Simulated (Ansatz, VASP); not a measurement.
# Sn: VASP beside Ansatz

The input INCAR:

```
SYSTEM = Sn
ALGO     = Normal         ! electronic algorithm
EDIFF    = 1E-6           ! SCF threshold, eV
ENCUT    = 520            ! plane-wave cutoff, eV
GGA      = PE             ! functional
ISIF     = 2              ! what is computed and relaxed
ISMEAR   = -1             ! smearing method
LASPH    = .True.         ! aspherical terms in the spheres
LCHARG   = .False.        ! write CHGCAR
LREAL    = .False.        ! projectors in reciprocal space
LWAVE    = .False.        ! write WAVECAR
NBANDS   = 13             ! bands
NELM     = 60             ! most SCF steps
PREC     = Accurate       ! precision mode
SIGMA    = 0.1            ! smearing width, eV
```

The input KPOINTS:

```
k-points
0
Gamma
  14 14 14
  0 0 0
```

POSCAR

```
Sn
1.0
   -1.8386710280      1.8386710280      1.8386710280
    1.8386710280     -1.8386710280      1.8386710280
    1.8386710280      1.8386710280     -1.8386710280
Sn
1
Direct
    0.0000000000      0.0000000000      0.0000000000
```

Input for Ansatz:

```yaml
crystal:
  lattice:
    - [-1.838671028, 1.838671028, 1.838671028]
    - [1.838671028, -1.838671028, 1.838671028]
    - [1.838671028, 1.838671028, -1.838671028]
  atoms:
    - { symbol: Sn, position: [0.0, 0.0, 0.0] }
kpoints:
  mp_grid: { grid: [14, 14, 14] }
scf:
  occupations: { method: fermi_dirac, width: 0.1 }
hamiltonian:
  xc: pbe
  pseudopotentials: { kind: all_electron, lapw: { basis_error: 0.001 } }
output:
  forces: true
  stress: true
  eigenvalues: true
  populations: true
```

Change from the starting cell: volume scaled by 0.9, LAPW.

Alike in both runs: task single point; functional PBE; k mesh 14 × 14 × 14; occupations fermi-dirac, width 0.1 eV; no spin polarisation.

|  | VASP | Ansatz |
| --- | --- | --- |
| version | VASP 6.6.1 | Ansatz 0.2.0 |
| potentials or method | VASP PAW PBE potentials, release 64 (Sn_d), cutoff 520 eV | all-electron LAPW, scalar-relativistic |

|  | VASP | Ansatz | Ansatz less VASP |
| --- | --- | --- | --- |
| pressure (GPa) | 6.4 | 6.4 | +0.03 |

Ansatz ran all-electron here, and VASP with PAW potentials.
